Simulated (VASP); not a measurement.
Set up this calculation in VASP 6.6.1, as the native input.

* Task: single point
* Functional: PBE
* Potentials or basis: VASP PAW PBE potentials, release 64 (Ce, O)
* Cutoff: 520 eV
* k mesh: 6 × 6 × 6
* Occupations: gaussian, width 0.05 eV
* Spin: no spin polarisation
* Hubbard terms: Ce f U = 5.0 eV
* Dipole correction: no
* Further INCAR settings: ALGO = Normal; EDIFF = 1e-07; NBANDS = 19

The structure of CeO2 lies in POSCAR:

```
CeO2
1.0
    0.0000000000      2.7138479414      2.7138479414
    2.7138479414      0.0000000000      2.7138479414
    2.7138479414      2.7138479414      0.0000000000
Ce O
1 2
Direct
    0.0000000000      0.0000000000      0.0000000000
    0.2500000000      0.2500000000      0.2500000000
    0.7500000000      0.7500000000      0.7500000000
```

One way to write it, as run:

INCAR

```
PREC = Accurate
ENCUT = 520
EDIFF = 1E-7
ISMEAR = 0
SIGMA = 0.05
LREAL = F
LASPH = T
NELM = 150
ALGO = Normal
ISIF = 2
LWAVE = F
LCHARG = F
LMAXMIX = 6
LDAU = T
LDAUTYPE = 2
LDAUL = 3 -1
LDAUU = 5 0
LDAUJ = 0 0
LDAUPRINT = 1
GGA = PE
NBANDS = 19
```

KPOINTS

```
Automatic mesh
0
Gamma
  6 6 6
```

Potentials or basis: VASP PAW PBE potentials, release 64 (Ce, O).

Command:

```sh
$ cat potpaw_PBE.64/Ce/POTCAR potpaw_PBE.64/O/POTCAR > POTCAR
$ mpirun -np 1 vasp_std > vasp.out
```

Results of the run:

* Pressure: 8.0 GPa
* Band gap on the k mesh: 2.52 eV (least direct gap 2.67 eV)

Caveat: the cell stands under pressure; spin-orbit coupling is left out, which moves the levels of the heavy elements.

Wall time 60 s on 1 thread of Intel Xeon 8259CL (shared host), peak memory 0.18 GiB.
